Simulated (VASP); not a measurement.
Input of a VASP 6.6.1 run:

Contents of INCAR:

```
SYSTEM = SiO2
PREC = Accurate
ENCUT = 520
EDIFF = 1E-7
ISMEAR = -1
SIGMA = 0.03
LREAL = .FALSE.
LASPH = .TRUE.
NELM = 100
ALGO = Normal
ISIF = 2
LWAVE = .FALSE.
LCHARG = .FALSE.
GGA = PS
NBANDS = 25
```

File KPOINTS:

```
Automatic mesh
0
G
  6 6 9
  0 0 0
```

POSCAR

```
SiO2
1.0
    4.1236052368      0.0000000000      0.0000000000
    0.0000000000      4.1236052368      0.0000000000
    0.0000000000      0.0000000000      2.6317442288
Si O
2 4
Direct
    0.0000000000      0.0000000000      0.0000000000
    0.5000000000      0.5000000000      0.5000000000
    0.3067000000      0.3067000000      0.0000000000
    0.1933000000      0.8067000000      0.5000000000
    0.6933000000      0.6933000000      0.0000000000
    0.8067000000      0.1933000000      0.5000000000
```

Potentials or basis: VASP PAW PBE potentials, release 64 (Si, O).

The run is started by

```console
$ cat potpaw_PBE.64/Si/POTCAR potpaw_PBE.64/O/POTCAR > POTCAR
$ mpirun -np 1 vasp_std > vasp.out
```

Predict the largest force.

0.548 eV/Å.

Estimate the pressure.

19.6 GPa.

What does it give for the band gap on the k mesh?

6.33 eV, direct.

Forces in eV/Å, atoms in the order of the input:
```
Si   0.000  0.000  0.000
Si   0.000  0.000  0.000
O   -0.387 -0.387  0.000
O    0.387 -0.387  0.000
O    0.387  0.387  0.000
O   -0.387  0.387  0.000
```

Caveat: the PAW data sets were made with another functional, which shifts forces and pressure a little. A k mesh can miss the band edges.
